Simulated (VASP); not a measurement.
Input of a VASP 6.6.1 run:

File INCAR:

```
SYSTEM = Te
PREC = Accurate ; ENCUT = 600
EDIFF = 1E-7 ; ISMEAR = 0
SIGMA = 0.1 ; LREAL = .False.
LASPH = .True. ; NELM = 60
ALGO = Normal ; ISIF = 3
LWAVE = .False. ; LCHARG = .False.
GGA = PE ; IBRION = 2
NSW = 90 ; EDIFFG = -0.04
```

File KPOINTS:

```
Automatic mesh
0
Gamma
  6 6 6
  0 0 0
```

Contents of POSCAR:

```
Te
1.0
    3.0022663571      0.0000000000      0.0000000000
    0.0000000000      3.2744242988      0.0000000000
   -0.2005611354      0.0000000000      3.3457934473
Te
1
Direct
    0.0000000000      0.0000000000      0.5000000000
```

Potentials or basis: VASP PAW PBE potentials, release 64 (Te).

The run is started by

```bash
$ cat potpaw_PBE.64/Te/POTCAR > POTCAR
$ mpirun -np 1 vasp_std > vasp.out
```

Question: Estimate the relaxed cell.

Answer: a = 2.983 Å, b = 3.332 Å, c = 3.333 Å, α = 90.00°, β = 89.95°, γ = 90.00°.

Question: Predict the band gap on the k mesh.

Answer: Zero (band 3 reaches 8.58 eV, above the bottom of band 4 at 3.94 eV).

Final structure:
```cif
data_structure
_symmetry_space_group_name_H-M 'P 1'
_symmetry_Int_Tables_number 1
_cell_length_a 2.9833
_cell_length_b 3.3324
_cell_length_c 3.3326
_cell_angle_alpha 90.000
_cell_angle_beta 89.946
_cell_angle_gamma 90.000
_cell_volume 33.13
loop_
_atom_site_label
_atom_site_type_symbol
_atom_site_fract_x
_atom_site_fract_y
_atom_site_fract_z
_atom_site_occupancy
Te1 Te 0.00000 0.00000 0.50000 1
```

Caveat: spin-orbit coupling is left out, which moves the levels of the heavy elements.
